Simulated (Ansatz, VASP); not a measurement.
## One calculation of GeS, two programs

```
Ge S
1.0
    10.78299    0.00000    0.00000
     0.00000    3.66731    0.00000
     0.00000    0.00000    4.45400
Ge S
4 4
Direct
  0.12598 0.25000 0.13464
  0.37402 0.75000 0.63464
  0.62598 0.25000 0.36536
  0.87402 0.75000 0.86536
  0.84705 0.25000 0.50308
  0.65295 0.75000 0.00308
  0.34705 0.25000 0.99692
  0.15295 0.75000 0.49692
```

Alike in both runs: functional PBE; k mesh 4 × 8 × 6; occupations gaussian, width 0.02 eV; no spin polarisation.

Ansatz relaxed the structure, and its values are those at the end. VASP's run is a single point on that final structure, the one shown.

|  | VASP | Ansatz |
| --- | --- | --- |
| version | VASP 6.6.1 | Ansatz 0.2.0 |
| potentials or method | VASP PAW PBE potentials, release 64 (Ge_d, S), cutoff 500 eV | scalar-relativistic, plane waves, PAW |
| valence electrons in the cell | 80 | 80 |

VASP gave:

| Quantity | Value |
| --- | --- |
| gap on the k mesh at the Fermi level (eV) | 1.24 |
| least direct gap on the mesh (eV) | 1.24 |
| pressure (GPa) | -0.1 |

Which values does Ansatz return?

gap on the k mesh at the Fermi level (eV): 1.24; least direct gap on the mesh (eV): 1.24; pressure (GPa): 0.0.

With one functional, cell and mesh, what is left measures potentials, basis and numerics.
